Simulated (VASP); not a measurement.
# Cs (Pm-3m) in VASP: a series of runs

Cs is run at these levels: BLYP; tasks: single point.

Program: VASP 6.6.1. These are calculated values, not measurements. Logs are shortened: lines on timing, memory, paths and dates and some standing lists are left out, and cuts for length are marked.

## Step 1: The cell of the first run

The structure is cubic, space group Pm-3m (No. 221). Conventional cell: a = 5.479 Å, b = 5.479 Å, c = 5.479 Å, α = 90.00°, β = 90.00°, γ = 90.00°.

## Step 2: Single point, BLYP (volume scaled by 1.12)

INCAR reads:

```
AGGAC    = 1.0          
AGGAX    = 1.0          
ALDAC    = 0.0          
ALDAX    = 1.0          
ALGO     = Normal         # electronic algorithm
EDIFF    = 1E-6           # SCF threshold, eV
ENCUT    = 520            # plane-wave cutoff, eV
GGA      = B5             # functional
ISIF     = 2              # what is computed and relaxed
ISMEAR   = -1             # smearing method
LASPH    = True           # aspherical terms in the spheres
LCHARG   = False          # write CHGCAR
LREAL    = False          # projectors in reciprocal space
LWAVE    = False          # write WAVECAR
NBANDS   = 10             # bands
NELM     = 100            # most SCF steps
PREC     = Accurate       # precision mode
SIGMA    = 0.1            # smearing width, eV
```

KPOINTS reads:

```
k-points
0
Gamma
  7 7 7
```

POSCAR reads:

```
Cs
1.0
    5.4792688070      0.0000000000      0.0000000000
    0.0000000000      5.4792688070      0.0000000000
    0.0000000000      0.0000000000      5.4792688070
Cs
1
Direct
    0.0000000000      0.0000000000      0.0000000000
```

Potentials or basis: VASP PAW PBE potentials, release 64 (Cs_sv).

On the command line:

```sh
> cat potpaw_PBE.64/Cs_sv/POTCAR > POTCAR
> mpirun -np 1 vasp_std > vasp.out
```

OUTCAR:

```text
EDIFF = 1E-6
   ENCUT = 520
   GGA = B5
   ISIF = 2
   ISMEAR = -1
   LASPH = True
   LREAL = False
   NELM = 100
   PREC = Accurate

 ion  position               nearest neighbor table
   1  0.000  0.000  0.000-

  LATTYP: Found a simple cubic cell.
 ALAT       =     5.4792688070

  Lattice vectors:

 A1 = (   5.4792688070,   0.0000000000,   0.0000000000)
 A2 = (   0.0000000000,   5.4792688070,   0.0000000000)
 A3 = (   0.0000000000,   0.0000000000,   5.4792688070)

Analysis of symmetry for initial positions (statically):
=====================================================================
 Subroutine PRICEL returns:
 Original cell was already a primitive cell.

 Routine SETGRP: Setting up the symmetry group for a
 simple cubic supercell.

 Subroutine GETGRP returns: Found 48 space group operations
 (whereof 48 operations were pure point group operations)
 out of a pool of 48 trial point group operations.

The static configuration has the point symmetry O_h .

Analysis of symmetry for dynamics (positions and initial velocities):
=====================================================================
 Subroutine PRICEL returns:
 Original cell was already a primitive cell.

 Routine SETGRP: Setting up the symmetry group for a
 simple cubic supercell.

 Subroutine GETGRP returns: Found 48 space group operations
 (whereof 48 operations were pure point group operations)
 out of a pool of 48 trial point group operations.

The dynamic configuration has the point symmetry O_h .

 Subroutine INISYM returns: Found 48 space group operations
 (whereof 48 operations are pure point group operations),
 and found     1 'primitive' translations

----------------------------------------------------------------------------------------

                                     Primitive cell

  volume of cell :     164.5007

  direct lattice vectors                    reciprocal lattice vectors
     5.479268807  0.000000000  0.000000000     0.182506104  0.000000000  0.000000000
     0.000000000  5.479268807  0.000000000     0.000000000  0.182506104  0.000000000
     0.000000000  0.000000000  5.479268807     0.000000000  0.000000000  0.182506104

  length of vectors
     5.479268807  5.479268807  5.479268807     0.182506104  0.182506104  0.182506104

  position of ions in fractional coordinates (direct lattice)
     0.000000000  0.000000000  0.000000000
[... 72 lines left out ...]
   LREAL  =      F    real-space projection
   EDIFFG = 0.1E-04   stopping-criterion for IOM
   NSW    =      0    number of steps for IOM
   IBRION =     -1    ionic relax: 0-MD 1-quasi-New 2-CG
   NFREE  =      0    steps in history (QN), initial steepest desc. (CG)
   ISIF   =      2    stress and relaxation
   ISYM   =      2    0-nonsym 1-usesym 2-fastsym
   POTIM  = 0.5000    time-step for ionic-motion
   TEBEG  =    0.0;   TEEND  =   0.0 temperature during run
   PSTRESS=    0.0 pullay stress
   NELECT =       9.0000    total number of electrons
   NUPDOWN=      -1.0000    fix difference up-down
   EMIN   =  10.00;   EMAX   =-10.00  energy-range for DOS
   EFERMI =   0.00;   METHOD = LEGACY
   ISMEAR =    -1;   SIGMA  =   0.10  broadening in eV -4-tet -1-fermi 0-gaus
   EFERMI_NEDOS =   21; number of points for ismear=-14 and -15
   IALGO  =     38    algorithm
   IMIX   =      4    mixing-type and parameters
     AMIX     =   0.40;   BMIX     =  1.00
     AMIX_MAG =   1.60;   BMIX_MAG =  1.00
  volume/ion in A,a.u.               =     164.50      1110.11
  Fermi-wavevector in a.u.,A,eV,Ry     =   0.621488  1.174443  5.255222  0.386248
  Thomas-Fermi vector in A             =   1.681010
   LORBIT       =      0    0 simple, 1 ext, 2 COOP (PROOUT), +10 PAW based schemes
   GGA     = B5    functional components
   LHFCALC =     F    Hartree Fock is set to
   AEXX    =    0.0000 exact exchange contribution
   IVDW    =     0    specifies the selected vdW correction
   LEPSILON=     F    determine dielectric tensor
   LRPA    =     F    only Hartree local field effects (RPA)
 non-spin polarized calculation
  energy-cutoff  :      520.00
  volume of cell :      164.50
 maximum number of plane-waves:      4449
 NGX is ok and might be reduce to    42
   NGX = 21   NGY = 21   NGZ = 21

 number of electron       8.9999998 magnetization

 Free energy of the ion-electron system (eV)
  ---------------------------------------------------
  ext. energy  EPLUGINS =         0.00000000
  ---------------------------------------------------
  free energy    TOTEN  =        -0.47821533 eV

  energy without entropy =       -0.44149273  energy(sigma->0) =       -0.45985403

 E-fermi :   0.1132     XC(G=0):  -4.0891

 val. band max:        0.0043814938   @ k =   0.4286   0.1429   0.1429
 cond. band min:       0.2283454972   @ k =   0.4286   0.2857   0.0000
 fundamental gap:      0.2239640033
 Fermi energy:         0.1131905859

 k-point     1 :       0.0000    0.0000    0.0000
  band No.  band energies     occupation
      1     -24.0413      2.00000
      2     -10.8478      2.00000
      3     -10.8478      2.00000
      4     -10.8478      2.00000
      5      -1.1819      2.00000
      6       1.3840      0.00001
      7       1.3840      0.00001
      8       3.5546      0.00000
      9       3.5546      0.00000
     10       3.5546      0.00000
[... 235 lines left out ...]
 k-point    20 :       0.4286    0.4286    0.4286
  band No.  band energies     occupation
      1     -24.0358      2.00000
      2     -10.8996      2.00000
      3     -10.8993      2.00000
      4     -10.8993      2.00000
      5       1.1888      0.00004
      6       1.3541      0.00001
      7       1.3541      0.00001
      8       2.4613      0.00000
      9       2.8303      0.00000
     10       2.8303      0.00000

------------------------ aborting loop because EDIFF is reached ----------------------------------------

  FORCE on cell =-STRESS in cart. coord.  units (eV):
  Direction    XX          YY          ZZ          XY          YZ          ZX
  --------------------------------------------------------------------------------------
  -------------------------------------------------------------------------------------
  Total       -0.0915638     -0.0915638     -0.0915638      0.0000000     -0.0000000      0.0000000
  in kB       -0.8917982     -0.8917982     -0.8917982      0.0000000     -0.0000000      0.0000000
  external PRESSURE =      -0.8917982 kB  Pullay stress =       0.0000000 kB

 VOLUME and BASIS-vectors are now :
 -----------------------------------------------------------------------------
  energy-cutoff  :      520.00
  volume of cell :      164.50
      direct lattice vectors                 reciprocal lattice vectors
     5.479268807  0.000000000  0.000000000     0.182506104  0.000000000  0.000000000
     0.000000000  5.479268807  0.000000000     0.000000000  0.182506104  0.000000000
     0.000000000  0.000000000  5.479268807     0.000000000  0.000000000  0.182506104

 POSITION                                       TOTAL-FORCE (eV/Angst)
 -----------------------------------------------------------------------------------
      0.00000      0.00000      0.00000         0.000000      0.000000      0.000000
 -----------------------------------------------------------------------------------
    total drift:                               -0.000000     -0.000000     -0.000000

  FREE ENERGIE OF THE ION-ELECTRON SYSTEM (eV)
  ---------------------------------------------------
  free  energy   TOTEN  =        -0.4782153278 eV

  energy  without entropy=       -0.4414927301  energy(sigma->0) =       -0.45985403
```

stdout:

```text
POSCAR found type information on POSCAR Cs
 POSCAR found :  1 types and       1 ions
 scaLAPACK will be used
 -----------------------------------------------------------------------------
|                                                                             |
|                                                                             |
|     You enforced a specific xc type in the INCAR file but a different       |
|     I HOPE YOU KNOW WHAT YOU ARE DOING!                                     |
|                                                                             |
 -----------------------------------------------------------------------------

 LDA part: xc-table for (Slater(with rela. corr.)+VWN5), standard interpolation
 POSCAR, INCAR and KPOINTS ok, starting setup
 FFT: planning ... GRIDC
 FFT: planning ... GRID_SOFT
 FFT: planning ... GRID
 WAVECAR not read
 entering main loop
```

Wall time 19 s (1 thread of Intel Xeon 6975P-C (Granite Rapids), shared host); peak memory 0.25 GiB.

Results:

- Free energy: -0.4782 eV
- Pressure: -0.1 GPa

Levels at points of the mesh, in eV from the Fermi level:
```tsv
k point	band 2	band 3	band 4	band 5	band 6	band 7	band 8	band 9
(0.00, 0.00, 0.00)	-10.96	-10.96	-10.96	-1.30	1.27	1.27	3.44	3.44
```

Caveat: the cell differs from its parent crystal (volume scaled by 1.12); the PAW data sets were made with another functional, which shifts forces and pressure a little; spin-orbit coupling is left out, which moves the levels of the heavy elements.

## Step 3: Single point, BLYP

This run uses another cell than the first one, of 146.88 Å³/atom, 0.893 times its volume.

INCAR reads:

```
SYSTEM = Cs
PREC = Accurate ; ENCUT = 520
EDIFF = 1E-6 ; ISMEAR = -1
SIGMA = 0.1 ; LREAL = .False.
LASPH = .True. ; NELM = 60
ALGO = Normal ; ISIF = 2
LWAVE = .False. ; LCHARG = .False.
GGA = B5 ; ALDAX = 1.0
AGGAX = 1.0 ; AGGAC = 1.0
ALDAC = 0.0 ; NBANDS = 10
```

KPOINTS reads:

```
regular mesh
0
Gamma
  10 10 10
  0 0 0
```

POSCAR reads:

```
Cs
1.0
    5.2761435059      0.0000000000      0.0000000000
    0.0000000000      5.2761435059      0.0000000000
    0.0000000000      0.0000000000      5.2761435059
Cs
1
Direct
    0.0000000000      0.0000000000      0.0000000000
```

Potentials or basis: VASP PAW PBE potentials, release 64 (Cs_sv).

On the command line:

```sh
> cat potpaw_PBE.64/Cs_sv/POTCAR > POTCAR
> mpirun -np 1 vasp_std > vasp.out
```

OUTCAR:

```text
SYSTEM = Cs
   PREC = Accurate
   ENCUT = 520
   EDIFF = 1E-6
   ISMEAR = -1
   LREAL = .False.
   LASPH = .True.
   NELM = 60
   ISIF = 2
   GGA = B5

 ion  position               nearest neighbor table
   1  0.000  0.000  0.000-

  LATTYP: Found a simple cubic cell.
 ALAT       =     5.2761435059

  Lattice vectors:

 A1 = (   5.2761435059,   0.0000000000,   0.0000000000)
 A2 = (   0.0000000000,   5.2761435059,   0.0000000000)
 A3 = (   0.0000000000,   0.0000000000,   5.2761435059)

[... 488 lines left out ...]
      9       2.9659      0.00000
     10       3.7387      0.00000

 [... further k-points ...]

------------------------ aborting loop because EDIFF is reached ----------------------------------------

  FORCE on cell =-STRESS in cart. coord.  units (eV):
  Direction    XX          YY          ZZ          XY          YZ          ZX
  --------------------------------------------------------------------------------------
  -------------------------------------------------------------------------------------
  Total        0.0021717      0.0021717      0.0021717     -0.0000000      0.0000000     -0.0000000
  in kB        0.0236901      0.0236901      0.0236901     -0.0000000      0.0000000     -0.0000000
  external PRESSURE =       0.0236901 kB  Pullay stress =       0.0000000 kB

 VOLUME and BASIS-vectors are now :
 -----------------------------------------------------------------------------
  energy-cutoff  :      520.00
  volume of cell :      146.88
      direct lattice vectors                 reciprocal lattice vectors
     5.276143506  0.000000000  0.000000000     0.189532373  0.000000000  0.000000000
     0.000000000  5.276143506  0.000000000     0.000000000  0.189532373  0.000000000
     0.000000000  0.000000000  5.276143506     0.000000000  0.000000000  0.189532373

 POSITION                                       TOTAL-FORCE (eV/Angst)
 -----------------------------------------------------------------------------------
      0.00000      0.00000      0.00000         0.000000      0.000000      0.000000
 -----------------------------------------------------------------------------------
    total drift:                               -0.000000     -0.000000     -0.000000

  FREE ENERGIE OF THE ION-ELECTRON SYSTEM (eV)
  ---------------------------------------------------
  free  energy   TOTEN  =        -0.4824873808 eV

  energy  without entropy=       -0.4461910133  energy(sigma->0) =       -0.46433920
```

Wall time 26 s (1 thread of Intel Xeon 6975P-C (Granite Rapids), shared host); peak memory 0.27 GiB.

Results:

* Free energy: -0.4825 eV
* Pressure: 0.0 GPa

Levels at points of the mesh, in eV from the Fermi level:
```csv
k point,band 1,band 2,band 3,band 4,band 5,band 6,band 7,band 8
"(0.00, 0.00, 0.00)",-24.13,-10.93,-10.93,-10.93,-1.42,1.24,1.24,3.65
"(0.50, 0.00, 0.00)",-24.13,-11.03,-10.92,-10.92,-0.30,0.59,1.56,2.54
"(0.50, 0.50, 0.00)",-24.12,-11.01,-11.01,-10.91,0.60,0.85,1.81,1.81
"(0.50, 0.50, 0.50)",-24.12,-11.00,-11.00,-11.00,1.12,1.12,1.12,3.19
```

Caveat: the PAW data sets were made with another functional, which shifts forces and pressure a little; spin-orbit coupling is left out, which moves the levels of the heavy elements.
